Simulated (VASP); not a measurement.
A run of VASP 6.6.1 is set up as follows.

Contents of INCAR:

```
  ALGO = Normal
  EDIFF = 1E-7
  ENCUT = 520
  GGA = PE
  ISIF = 2
  ISMEAR = 0
  LASPH = True
  LCHARG = True
  LELF = True
  LREAL = False
  LVHAR = True
  LWAVE = False
  NBANDS = 14
  NELM = 60
  PREC = Accurate
  SIGMA = 0.05
```

Contents of KPOINTS:

```
k-points
0
Gamma
  6 6 6
```

POSCAR

```
NaI
1.0
    0.0000000000      3.2849460000      3.3334920000
    3.2849460000      0.0000000000      3.3334920000
    3.2849460000      3.2849460000      0.0000000000
Na I
1 1
Direct
    0.0000000000      0.0000000000      0.0000000000
    0.5000000000      0.5000000000      0.5000000000
```

Potentials or basis: VASP PAW PBE potentials, release 64 (Na_pv, I).

Launch:

```console
$ cat potpaw_PBE.64/Na_pv/POTCAR potpaw_PBE.64/I/POTCAR > POTCAR
$ mpirun -np 1 vasp_std > vasp.out
```

Question: Estimate the band gap on the k mesh.

Answer: 3.48 eV.

Question: Estimate the pressure.

Answer: -0.5 GPa.

Stress tensor (GPa, compression positive):
```
-0.37  0.00  0.00
 0.00 -0.37  0.00
 0.00  0.00 -0.62
```

Caveat: the cell differs from its parent crystal (strain +0.015 along x and y, +0.030 along z); spin-orbit coupling is left out, which moves the levels of the heavy elements.
